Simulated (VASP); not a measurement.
# C (P6_3/mmc) in VASP: further runs

The runs below take C through single point, with PBE, r2SCAN.

Program: VASP 6.6.1. These are calculated values, not measurements. Logs are shortened: lines on timing, memory, paths and dates and some standing lists are left out, and cuts for length are marked.

### 1 The cell of the first run

It takes space group P6_3/mmc (No. 194, hexagonal). Conventional cell: a = 2.510 Å, b = 2.510 Å, c = 8.280 Å, α = 90.00°, β = 90.00°, γ = 120.00°. C (site symmetry 3m) has 4 C at 1.54 Å within 2.1 Å. Within 2.1 Å of C (site symmetry 3m) lie 4 C at 1.54 to 1.57 Å.

### 2 Single point, PBE

Contents of INCAR:

```
SYSTEM = C
ALGO = Normal
EDIFF = 1E-7
ENCUT = 520
GGA = PE
ISIF = 2
ISMEAR = 0
LASPH = .TRUE.
LCHARG = .TRUE.
LELF = .TRUE.
LREAL = .FALSE.
LVHAR = .TRUE.
LWAVE = .FALSE.
NBANDS = 26
NELM = 60
PREC = Accurate
SIGMA = 0.01
```

Contents of KPOINTS:

```
k-points
0
G
  12 12 4
  0 0 0
```

Contents of POSCAR:

```
C
1.0
    2.5098430141      0.0000000000      0.0000000000
   -1.2549215070      2.1735878097      0.0000000000
    0.0000000000      0.0000000000      8.2802488779
C
8
Direct
    0.0000000000      0.0000000000      0.0008143040
    0.3333333333      0.6666666667      0.2492477410
    0.0000000000      0.0000000000      0.5008143040
    0.6666666667      0.3333333333      0.7492477410
    0.0000000000      0.0000000000      0.1866856960
    0.3333333333      0.6666666667      0.4382522590
    0.0000000000      0.0000000000      0.6866856960
    0.6666666667      0.3333333333      0.9382522590
```

Potentials or basis: VASP PAW PBE potentials, release 64 (C).

Run with:

```bash
$ cat potpaw_PBE.64/C/POTCAR > POTCAR
$ mpirun -np 1 vasp_std > vasp.out
```

OUTCAR:

```text
SYSTEM = C
   EDIFF = 1E-7
   ENCUT = 520
   GGA = PE
   ISIF = 2
   ISMEAR = 0
   LASPH = .TRUE.
   LREAL = .FALSE.
   NELM = 60
   PREC = Accurate

 ion  position               nearest neighbor table
   1  0.000  0.000  0.001-   8 1.54   8 1.54   8 1.54   5 1.54
   2  0.333  0.667  0.249-   5 1.54   5 1.54   5 1.54   6 1.57
   3  0.000  0.000  0.501-   6 1.54   6 1.54   6 1.54   7 1.54
   4  0.667  0.333  0.749-   7 1.54   7 1.54   7 1.54   8 1.57
   5  0.000  0.000  0.187-   2 1.54   2 1.54   2 1.54   1 1.54
   6  0.333  0.667  0.438-   3 1.54   3 1.54   3 1.54   2 1.57
   7  0.000  0.000  0.687-   4 1.54   4 1.54   4 1.54   3 1.54
   8  0.667  0.333  0.938-   1 1.54   1 1.54   1 1.54   4 1.57

  LATTYP: Found a hexagonal cell.
 ALAT       =     2.5098430141
 C/A-ratio  =     3.2991102756

  Lattice vectors:

 A1 = (   2.5098430141,   0.0000000000,   0.0000000000)
 A2 = (  -1.2549215070,   2.1735878097,   0.0000000000)
 A3 = (   0.0000000000,   0.0000000000,   8.2802488779)

Analysis of symmetry for initial positions (statically):
=====================================================================
 Subroutine PRICEL returns:
 Original cell was already a primitive cell.

 Routine SETGRP: Setting up the symmetry group for a
 hexagonal supercell.

 Subroutine GETGRP returns: Found 24 space group operations
 (whereof  6 operations were pure point group operations)
 out of a pool of 24 trial point group operations.

The static configuration has the point symmetry C_3v.
 The point group associated with its full space group is D_6h.

Analysis of symmetry for dynamics (positions and initial velocities):
=====================================================================
 Subroutine PRICEL returns:
 Original cell was already a primitive cell.

 Routine SETGRP: Setting up the symmetry group for a
 hexagonal supercell.

 Subroutine GETGRP returns: Found 24 space group operations
 (whereof  6 operations were pure point group operations)
 out of a pool of 24 trial point group operations.

The dynamic configuration has the point symmetry C_3v.
 The point group associated with its full space group is D_6h.

 Subroutine INISYM returns: Found 24 space group operations
 (whereof  6 operations are pure point group operations),
 and found     1 'primitive' translations

----------------------------------------------------------------------------------------

                                     Primitive cell

  volume of cell :      45.1718

  direct lattice vectors                    reciprocal lattice vectors
     2.509843014  0.000000000  0.000000000     0.398431294  0.230034415  0.000000000
    -1.254921507  2.173587810  0.000000000     0.000000000  0.460068830  0.000000000
     0.000000000  0.000000000  8.280248878     0.000000000  0.000000000  0.120769317

  length of vectors
     2.509843014  2.509843014  8.280248878     0.460068830  0.460068830  0.120769317

  position of ions in fractional coordinates (direct lattice)
     0.000000000  0.000000000  0.000814304
     0.333333333  0.666666667  0.249247741
     0.000000000  0.000000000  0.500814304
     0.666666667  0.333333333  0.749247741
     0.000000000  0.000000000  0.186685696
     0.333333333  0.666666667  0.438252259
     0.000000000  0.000000000  0.686685696
     0.666666667  0.333333333  0.938252259

  ion indices of the primitive-cell ions
   primitive index   ion index
                 1           1
                 2           2
                 3           3
                 4           4
                 5           5
                 6           6
                 7           7
                 8           8

----------------------------------------------------------------------------------------

 KPOINTS: k-points

Automatic generation of k-mesh.
 Grid dimensions read from file:
 generate k-points for:   12   12    4

 Generating k-lattice:

  Cartesian coordinates                     Fractional coordinates (reciprocal lattice)
     0.033202608  0.019169535  0.000000000     0.083333333  0.000000000  0.000000000
     0.000000000  0.038339069  0.000000000     0.000000000  0.083333333  0.000000000
     0.000000000  0.000000000  0.030192329     0.000000000  0.000000000  0.250000000

  Length of vectors
     0.038339069  0.038339069  0.030192329

  Shift w.r.t. Gamma in fractional coordinates (k-lattice)
     0.000000000  0.000000000  0.000000000

 Subroutine IBZKPT returns following result:
 ===========================================

 Found     57 irreducible k-points:

 Following reciprocal coordinates:
            Coordinates               Weight
  0.000000  0.000000  0.000000      1.000000
  0.083333  0.000000  0.000000      6.000000
  0.166667 -0.000000  0.000000      6.000000
  0.250000  0.000000  0.000000      6.000000
  0.333333  0.000000  0.000000      6.000000
  0.416667 -0.000000  0.000000      6.000000
[... 16 lines left out ...]
  0.250000  0.000000  0.250000     12.000000
  0.333333  0.000000  0.250000     12.000000
 [... further k-points ...]
   k-points           NKPTS =     57   k-points in BZ     NKDIM =     57   number of bands    NBANDS=     26
   number of dos      NEDOS =    301   number of ions     NIONS =      8
   total plane-waves  NPLWV =  25600
   dimension x,y,z NGX =    20 NGY =   20 NGZ =   64
   dimension x,y,z NGXF=    40 NGYF=   40 NGZF=  128
   ions per type =               8
   NGX,Y,Z   is equivalent  to a cutoff of  13.25, 13.25, 12.85 a.u.
   NGXF,Y,Z  is equivalent  to a cutoff of  26.50, 26.50, 25.70 a.u.
 SYSTEM =  C
   PREC   = accura    normal or accurate (medium, high low for compatibility)
   ISTART =      0    job   : 0-new  1-cont  2-samecut
   ICHARG =      2    charge: 1-file 2-atom 10-const
   ISPIN  =      1    spin polarized calculation?
   LNONCOLLINEAR =      F non collinear calculations
   LSORBIT =      F    spin-orbit coupling
   LASPH  =      T    aspherical Exc in radial PAW
   ENCUT  =  520.0 eV  38.22 Ry    6.18 a.u.   4.67  4.67 15.40*2*pi/ulx,y,z
   NELM   =     60;   NELMIN=  2; NELMDL= -5     # of ELM steps
   EDIFF  = 0.1E-06   stopping-criterion for ELM
   LREAL  =      F    real-space projection
   EDIFFG = 0.1E-05   stopping-criterion for IOM
   NSW    =      0    number of steps for IOM
   IBRION =     -1    ionic relax: 0-MD 1-quasi-New 2-CG
   NFREE  =      0    steps in history (QN), initial steepest desc. (CG)
   ISIF   =      2    stress and relaxation
   ISYM   =      2    0-nonsym 1-usesym 2-fastsym
   POTIM  = 0.5000    time-step for ionic-motion
   TEBEG  =    0.0;   TEEND  =   0.0 temperature during run
   PSTRESS=    0.0 pullay stress
   NELECT =      32.0000    total number of electrons
   NUPDOWN=      -1.0000    fix difference up-down
   EMIN   =  10.00;   EMAX   =-10.00  energy-range for DOS
   EFERMI =   0.00;   METHOD = LEGACY
   ISMEAR =     0;   SIGMA  =   0.01  broadening in eV -4-tet -1-fermi 0-gaus
   EFERMI_NEDOS =   21; number of points for ismear=-14 and -15
   IALGO  =     38    algorithm
   IMIX   =      4    mixing-type and parameters
     AMIX     =   0.40;   BMIX     =  1.00
     AMIX_MAG =   1.60;   BMIX_MAG =  1.00
  volume/ion in A,a.u.               =       5.65        38.10
  Fermi-wavevector in a.u.,A,eV,Ry     =   1.459382  2.757833 28.977648  2.129797
  Thomas-Fermi vector in A             =   2.575956
   LORBIT       =      0    0 simple, 1 ext, 2 COOP (PROOUT), +10 PAW based schemes
   GGA     = PE    functional components
   LHFCALC =     F    Hartree Fock is set to
   AEXX    =    0.0000 exact exchange contribution
   IVDW    =     0    specifies the selected vdW correction
   LEPSILON=     F    determine dielectric tensor
   LRPA    =     F    only Hartree local field effects (RPA)
 non-spin polarized calculation
 Gauss-broadening in eV      SIGMA  =   0.01
  energy-cutoff  :      520.00
  volume of cell :       45.17
 maximum number of plane-waves:      1236
 NGX is ok and might be reduce to    20
   NGX =  9   NGY =  9   NGZ = 31

 number of electron      31.9999995 magnetization

 Free energy of the ion-electron system (eV)
  ---------------------------------------------------
  ext. energy  EPLUGINS =         0.00000000
  ---------------------------------------------------
  free energy    TOTEN  =       -72.66188227 eV

  energy without entropy =      -72.66188227  energy(sigma->0) =      -72.66188227

 E-fermi :   9.9793     XC(G=0): -13.2716

 val. band max:        9.9262013850   @ k =   0.0000   0.0000   0.0000
 cond. band min:      14.4873010830   @ k =   0.4167  -0.0000   0.0000
 fundamental gap:      4.5610996980
 Fermi energy:         9.9793481793

 k-point     1 :       0.0000    0.0000    0.0000
  band No.  band energies     occupation
      1     -11.7569      2.00000
      2     -10.1126      2.00000
      3     -10.0020      2.00000
      4      -6.0642      2.00000
      5      -3.6386      2.00000
      6       3.0493      2.00000
[... 18 lines left out ...]
     25      18.2070      0.00000
     26      18.4651      0.00000

 k-point     2 :       0.0833    0.0000    0.0000
  band No.  band energies     occupation
      1     -11.5844      2.00000
      2      -9.9428      2.00000
      3      -9.8329      2.00000
      4      -5.9105      2.00000
      5      -3.4790      2.00000
      6       3.1352      2.00000
[... 18 lines left out ...]
     25      18.6610      0.00000
     26      19.0721      0.00000

 k-point     3 :       0.1667   -0.0000    0.0000
  band No.  band energies     occupation
      1     -11.0690      2.00000
      2      -9.4353      2.00000
      3      -9.3280      2.00000
      4      -5.4509      2.00000
      5      -3.0123      2.00000
      6       3.3101      2.00000
[... 572 lines left out ...]
 k-point    23 :       0.2500    0.0000    0.2500
  band No.  band energies     occupation
      1     -10.1117      2.00000
      2      -9.2734      2.00000
      3      -7.6305      2.00000
      4      -5.4021      2.00000
      5      -1.4531      2.00000
      6       1.5412      2.00000
[... 18 lines left out ...]
     25      20.1966      0.00000
     26      21.6066      0.00000

 k-point    24 :       0.3333    0.0000    0.2500
  band No.  band energies     occupation
      1      -8.9406      2.00000
      2      -8.1161      2.00000
      3      -6.5101      2.00000
      4      -4.3533      2.00000
      5      -1.2861      2.00000
      6      -0.2712      2.00000
[... 18 lines left out ...]
     25      20.4583      0.00000
     26      22.1616      0.00000

 [... further k-points ...]
[... 5 lines left out ...]
  --------------------------------------------------------------------------------------
  -------------------------------------------------------------------------------------
  Total        1.4128221      1.4128221      1.2897234      0.0000000      0.0000000     -0.0000000
  in kB       50.1107528     50.1107528     45.7446198      0.0000000      0.0000000     -0.0000000
  external PRESSURE =      48.6553751 kB  Pullay stress =       0.0000000 kB

 VOLUME and BASIS-vectors are now :
 -----------------------------------------------------------------------------
  energy-cutoff  :      520.00
  volume of cell :       45.17
      direct lattice vectors                 reciprocal lattice vectors
     2.509843014  0.000000000  0.000000000     0.398431294  0.230034415  0.000000000
    -1.254921507  2.173587810  0.000000000     0.000000000  0.460068830  0.000000000
     0.000000000  0.000000000  8.280248878     0.000000000  0.000000000  0.120769317

 POSITION                                       TOTAL-FORCE (eV/Angst)
 -----------------------------------------------------------------------------------
      0.00000      0.00000      0.00674        -0.000000      0.000000     -0.011277
     -0.00000      1.44906      2.06383        -0.000000      0.000000      0.025222
      0.00000      0.00000      4.14687         0.000000      0.000000     -0.011277
      1.25492      0.72453      6.20396        -0.000000      0.000000      0.025222
      0.00000      0.00000      1.54580         0.000000      0.000000      0.011277
     -0.00000      1.44906      3.62884         0.000000     -0.000000     -0.025222
      0.00000      0.00000      5.68593        -0.000000      0.000000      0.011277
      1.25492      0.72453      7.76896         0.000000     -0.000000     -0.025222
 -----------------------------------------------------------------------------------
    total drift:                                0.000000     -0.000000      0.000000

  FREE ENERGIE OF THE ION-ELECTRON SYSTEM (eV)
  ---------------------------------------------------
  free  energy   TOTEN  =       -72.6618822749 eV

  energy  without entropy=      -72.6618822749  energy(sigma->0) =      -72.66188227
```

Run time: 54 s. Hardware: 1 thread of Intel Xeon Platinum 8488C (Sapphire Rapids), shared host; peak memory 0.15 GiB.

What came out:

```yaml
Free_energy: -72.6619 eV
Pressure: 4.9 GPa
Largest_force: 0.025 eV/Å
Band_gap_on_the_k_mesh: 4.56 eV, indirect (least direct gap 5.32 eV)
```

Forces on the atoms (eV/Å):
```
C    0.000  0.000 -0.011
C    0.000  0.000  0.025
C    0.000  0.000 -0.011
C    0.000  0.000  0.025
C    0.000  0.000  0.011
C    0.000  0.000 -0.025
C    0.000  0.000  0.011
C    0.000  0.000 -0.025
```

A k mesh can miss the band edges. A hybrid or GW would open this gap; PBE tends to underestimate it.

### 3 Single point, r2SCAN

POSCAR is that of step 2.

Contents of INCAR.step1:

```
PREC = Accurate ; ENCUT = 520
ISMEAR = 0 ; SIGMA = 0.01
LREAL = False ; LASPH = True
NELM = 100 ; NBANDS = 26
GGA = PE ; ALGO = Normal
EDIFF = 1E-4 ; LWAVE = True
LCHARG = False
```

Contents of INCAR.step2:

```
PREC = Accurate ; ENCUT = 520
EDIFF = 1E-6 ; ISMEAR = 0
SIGMA = 0.01 ; LREAL = False
LASPH = True ; NELM = 100
ALGO = Normal ; ISIF = 2
LWAVE = False ; LCHARG = False
METAGGA = R2SCAN ; LMIXTAU = True
NBANDS = 26 ; ISTART = 1
```

Contents of KPOINTS:

```
Automatic mesh
0
Gamma
  9 9 4
```

Potentials or basis: VASP PAW PBE potentials, release 64 (C).

Run with:

```bash
$ cat potpaw_PBE.64/C/POTCAR > POTCAR
$ cp INCAR.step1 INCAR
$ mpirun -np 1 vasp_std > vasp.out
$ cp INCAR.step2 INCAR
$ mpirun -np 1 vasp_std > vasp.out
```

Wall time 1.8 min (1 thread of Intel Xeon Platinum 8488C (Sapphire Rapids), shared host); peak memory 0.14 GiB.

It converged, with:

| Item | Value |
| --- | --- |
| Free energy | -78.5448 eV |
| Pressure | 1.1 GPa |
| Largest force | 0.007 eV/Å |
| Band gap on the k mesh | 4.80 eV, indirect (least direct gap 5.55 eV) |

Forces on the atoms (eV/Å):
```
C    0.000  0.000  0.001
C    0.000  0.000  0.007
C    0.000  0.000  0.001
C    0.000  0.000  0.007
C    0.000  0.000 -0.001
C    0.000  0.000 -0.007
C    0.000  0.000 -0.001
C    0.000  0.000 -0.007
```

Levels at points of the mesh, in eV from the valence-band top:
```tsv
k point	band 12	band 13	band 14	band 15	band 16	band 17	band 18	band 19	band 20	band 21
(0.00, 0.00, 0.00)	-1.85	-1.85	-0.23	0.00	0.00	5.55	5.55	5.72	7.48	7.48
(0.00, 0.00, 0.50)	-2.81	-0.70	-0.70	-0.70	-0.70	6.37	6.37	6.37	6.37	7.06
```

Caveat: the PAW data sets were made with another functional, which shifts forces and pressure a little. r2SCAN opens gaps a little over a GGA but as a rule still falls short of measured ones.

### 4 Single point, r2SCAN (volume changed by +3%)

POSCAR, as its differences from that of step 3:

```diff
@@ -2,5 +2,5 @@
 1.0
-    2.5098430141      0.0000000000      0.0000000000
-   -1.2549215070      2.1735878097      0.0000000000
-    0.0000000000      0.0000000000      8.2802488779
+    2.5346945611      0.0000000000      0.0000000000
+   -1.2673472805      2.1951098808      0.0000000000
+    0.0000000000      0.0000000000      8.3622368722
 C
```

Contents of INCAR.step1:

```
SYSTEM = C
ALGO = Normal
EDIFF = 1E-4
ENCUT = 520
GGA = PE
ISMEAR = 0
LASPH = .True.
LCHARG = .False.
LREAL = .False.
LWAVE = .True.
NBANDS = 26
NELM = 80
PREC = Accurate
SIGMA = 0.01
```

Contents of INCAR.step2:

```
SYSTEM = C
ALGO = Normal
EDIFF = 1E-6
ENCUT = 520
ISIF = 2
ISMEAR = 0
ISTART = 1
LASPH = .True.
LCHARG = .True.
LELF = .True.
LMIXTAU = .True.
LREAL = .False.
LVHAR = .True.
LWAVE = .False.
METAGGA = R2SCAN
NBANDS = 26
NELM = 80
PREC = Accurate
SIGMA = 0.01
```

Contents of KPOINTS:

```
k-points
0
Gamma
  9 9 4
  0 0 0
```

Run with:

```bash
$ cat potpaw_PBE.64/C/POTCAR > POTCAR
$ cp INCAR.step1 INCAR
$ mpirun -np 1 vasp_std > vasp.out
$ cp INCAR.step2 INCAR
$ mpirun -np 1 vasp_std > vasp.out
```

Run time: 91 s. Hardware: 1 thread of Intel Xeon Platinum 8488C (Sapphire Rapids), shared host; peak memory 0.17 GiB.

Results (log left out):

```yaml
Free_energy: -78.5017 eV
Pressure: -11.6 GPa
Largest_force: 0.019 eV/Å
Band_gap_on_the_k_mesh: 4.72 eV, indirect (least direct gap 5.48 eV)
```

Forces on the atoms (eV/Å):
```
C    0.000  0.000 -0.009
C    0.000  0.000 -0.019
C    0.000  0.000 -0.009
C    0.000  0.000 -0.019
C    0.000  0.000  0.009
C    0.000  0.000  0.019
C    0.000  0.000  0.009
C    0.000  0.000  0.019
```

Stress tensor (GPa, compression positive):
```
-11.61   0.00   0.00
  0.00 -11.61   0.00
  0.00   0.00 -11.71
```

Levels at points of the mesh, in eV from the valence-band top:
```csv
k point,band 12,band 13,band 14,band 15,band 16,band 17,band 18,band 19,band 20,band 21
"(0.00, 0.00, 0.00)",-1.80,-1.80,-0.22,0.00,0.00,5.48,5.48,5.65,7.38,7.38
"(0.00, 0.00, 0.50)",-2.73,-0.67,-0.67,-0.67,-0.67,6.28,6.28,6.28,6.28,6.92
```

Caveat: the PAW data sets were made with another functional, which shifts forces and pressure a little.

### 5 Single point, r2SCAN (volume changed by +6%)

POSCAR, as its differences from that of step 4:

```diff
@@ -2,5 +2,5 @@
 1.0
-    2.5346945611      0.0000000000      0.0000000000
-   -1.2673472805      2.1951098808      0.0000000000
-    0.0000000000      0.0000000000      8.3622368722
+    2.5590681194      0.0000000000      0.0000000000
+   -1.2795340597      2.2162180014      0.0000000000
+    0.0000000000      0.0000000000      8.4426479288
 C
```

Contents of INCAR.step1:

```
SYSTEM = C
ALGO = Normal
EDIFF = 1E-4
ENCUT = 520
GGA = PE
ISMEAR = 0
LASPH = .TRUE.
LCHARG = .FALSE.
LREAL = .FALSE.
LWAVE = .TRUE.
NBANDS = 26
NELM = 60
PREC = Accurate
SIGMA = 0.01
```

Contents of INCAR.step2:

```
SYSTEM = C
ALGO = Normal
EDIFF = 1E-6
ENCUT = 520
ISIF = 2
ISMEAR = 0
ISTART = 1
LASPH = .TRUE.
LCHARG = .FALSE.
LMIXTAU = .TRUE.
LREAL = .FALSE.
LWAVE = .FALSE.
METAGGA = R2SCAN
NBANDS = 26
NELM = 60
PREC = Accurate
SIGMA = 0.01
```

Contents of KPOINTS:

```
k-points
0
G
  9 9 4
  0 0 0
```

Run with:

```bash
$ cat potpaw_PBE.64/C/POTCAR > POTCAR
$ cp INCAR.step1 INCAR
$ mpirun -np 1 vasp_std > vasp.out
$ cp INCAR.step2 INCAR
$ mpirun -np 1 vasp_std > vasp.out
```

Run time: 93 s. Hardware: 1 thread of Intel Xeon Platinum 8488C (Sapphire Rapids), shared host; peak memory 0.17 GiB.

Results (log left out):

```yaml
Free_energy: -78.3578 eV
Pressure: -22.7 GPa
Largest_force: 0.043 eV/Å
Band_gap_on_the_k_mesh: 4.65 eV, indirect (least direct gap 5.42 eV)
```

Forces in eV/Å, atoms in the order of the input:
```
C    0.000  0.000 -0.019
C    0.000  0.000 -0.043
C    0.000  0.000 -0.019
C    0.000  0.000 -0.043
C    0.000  0.000  0.019
C    0.000  0.000  0.043
C    0.000  0.000  0.019
C    0.000  0.000  0.043
```

Stress tensor (GPa, compression positive):
```
-22.68   0.00   0.00
  0.00 -22.68   0.00
  0.00   0.00 -22.83
```

Levels at points of the mesh, in eV from the valence-band top:
```
           k point  band 13  band 14  band 15  band 16  band 17  band 18  band 19  band 20
(0.00, 0.00, 0.00)    -1.75    -0.21     0.00     0.00     5.42     5.42     5.57     7.28
(0.00, 0.00, 0.50)    -0.65    -0.65    -0.65    -0.65     6.19     6.19     6.19     6.19
```

Caveat: the PAW data sets were made with another functional, which shifts forces and pressure a little. A k mesh can miss the band edges.

[end of part 1 of 2]
